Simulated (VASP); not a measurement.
Here is a VASP 6.6.1 calculation.

INCAR

```
PREC = Accurate ; ENCUT = 520
EDIFF = 1E-7 ; ISMEAR = -1
SIGMA = 0.08 ; LREAL = False
LASPH = True ; NELM = 80
ALGO = Normal ; ISIF = 2
LWAVE = False ; LCHARG = True
GGA = PE ; LELF = True
LVHAR = True ; NBANDS = 18
```

KPOINTS

```
regular mesh
0
Gamma
  19 19 11
```

The input POSCAR:

```
Cu
1.0
    2.5589948731      0.0000000000      0.0000000000
   -1.2794974365      2.2161545683      0.0000000000
    0.0000000000      0.0000000000      4.2211463339
Cu
2
Direct
    0.3333333333      0.6666666667      0.2500000000
    0.6666666667      0.3333333333      0.7500000000
```

Potentials or basis: VASP PAW PBE potentials, release 64 (Cu).

Launch:

```console
$ cat potpaw_PBE.64/Cu/POTCAR > POTCAR
$ mpirun -np 1 vasp_std > vasp.out
```

Task: Predict the pressure.

Result: 0.6 GPa.

Task: Predict the band gap on the k mesh.

Result: Zero (bands 11 and 12 overlap by 5.43 eV).
